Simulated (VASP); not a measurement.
**AlNi: single point with r2SCAN**

The system is AlNi.

```
Ni Al
1.0
     2.26959   -1.37583    0.00000
     2.26959    1.37583    0.00000
    -1.33812    0.00000    3.82839
Ni Al
1 1
Direct
  0.50000 0.50000 0.50000
  0.00000 0.00000 0.00000
```

```
Program             : VASP 6.6.1
Task                : single point
Functional          : r2SCAN
Potentials or basis : VASP PAW PBE potentials, release 64 (Ni, Al)
Cutoff              : 520 eV
k mesh              : 11 × 11 × 7
Occupations         : fermi-dirac, width 0.05 eV
Spin                : collinear spin, ferromagnetic start
Starting moments    : [1.0, 0.0] μB
```

- Pressure: 3.6 GPa
- Net moment: 0.00 μB per cell
- Valence electrons inside the program's atomic spheres: Ni 9.47; Al 0.86

Stress tensor (GPa, compression positive):
```
 3.95  0.00 -0.56
 0.00  1.79  0.00
-0.56  0.00  4.92
```

Levels at points of the mesh, in eV from the Fermi level:
Spin up:
| k point | band 3 | band 4 | band 5 | band 6 | band 7 | band 8 | band 9 | band 10 | band 11 | band 12 |
| --- | --- | --- | --- | --- | --- | --- | --- | --- | --- | --- |
| (0.00, 0.00, 0.00) | -1.97 | -1.92 | -1.67 | -1.52 | -1.39 | 3.08 | 14.62 | 15.52 | 16.32 | 16.41 |
Spin down:
```tsv
k point	band 4	band 5	band 6	band 7	band 8	band 9	band 10	band 11
(0.00, 0.00, 0.00)	-1.92	-1.67	-1.52	-1.39	3.08	14.62	15.52	16.32
```

Run time: 19 min on 1 thread of Intel Xeon 8259CL (shared host), peak memory 0.27 GiB.

Caveat: the cell stands under pressure; the moments typed at the start vanished in this run; the PAW data sets were made with another functional, which shifts forces and pressure a little.
